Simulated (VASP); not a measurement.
Input of a VASP 6.6.1 run:

File INCAR:

```
PREC = Accurate ; ENCUT = 520
EDIFF = 1E-6 ; ISMEAR = 0
SIGMA = 0.1 ; LREAL = F
LASPH = T ; NELM = 150
ALGO = Normal ; ISIF = 2
LWAVE = F ; LCHARG = F
ISPIN = 2 ; MAGMOM = 0 0 0 0 0 0 0 0 2
LORBIT = 11 ; LDIPOL = T
IDIPOL = 3 ; DIPOL = 0.5 0.5 0.248
GGA = PE ; IVDW = 12
NBANDS = 32
```

KPOINTS

```
Automatic mesh
0
Gamma
  6 6 1
```

POSCAR

```
SiC8
1.0
    4.9313048819      0.0000000000      0.0000000000
   -2.4656524409      4.2706353015      0.0000000000
    0.0000000000      0.0000000000     17.4000331942
C Si
8 1
Direct
    0.3333333333      0.1666666667      0.2298865266
    0.3333333333      0.6666666667      0.2298865266
    0.8333333333      0.1666666667      0.2298865266
    0.8333333333      0.6666666667      0.2298865266
    0.1666666667      0.3333333333      0.2298846189
    0.1666666667      0.8333333333      0.2298846189
    0.6666666667      0.3333333333      0.2298846189
    0.6666666667      0.8333333333      0.2298846189
    0.5000000000      0.5000000000      0.3908057599
```

Potentials or basis: VASP PAW PBE potentials, release 64 (C, Si).

The run is started by

```sh
$ cat potpaw_PBE.64/C/POTCAR potpaw_PBE.64/Si/POTCAR > POTCAR
$ mpirun -np 1 vasp_std > vasp.out
```

Q: What does it give for the largest force?

A: 0.166 eV/Å.

Q: What does it give for the dispersion energy per atom?

A: -0.116 eV.

Q: What does it give for the site moments?

A: C +0.00, +0.01 (each value once); Si +0.52 μB.

Q: What does it give for the net moment?

A: 1.89 μB per cell.

Forces on the atoms (eV/Å):
```
C    0.000 -0.163  0.031
C   -0.141  0.081  0.031
C    0.000  0.000 -0.125
C    0.141  0.081  0.031
C   -0.141 -0.081  0.031
C    0.000  0.000 -0.125
C    0.141 -0.081  0.031
C    0.000  0.163  0.031
Si   0.000  0.000  0.064
```

Caveat: a moment this small can come from the mesh or the smearing.
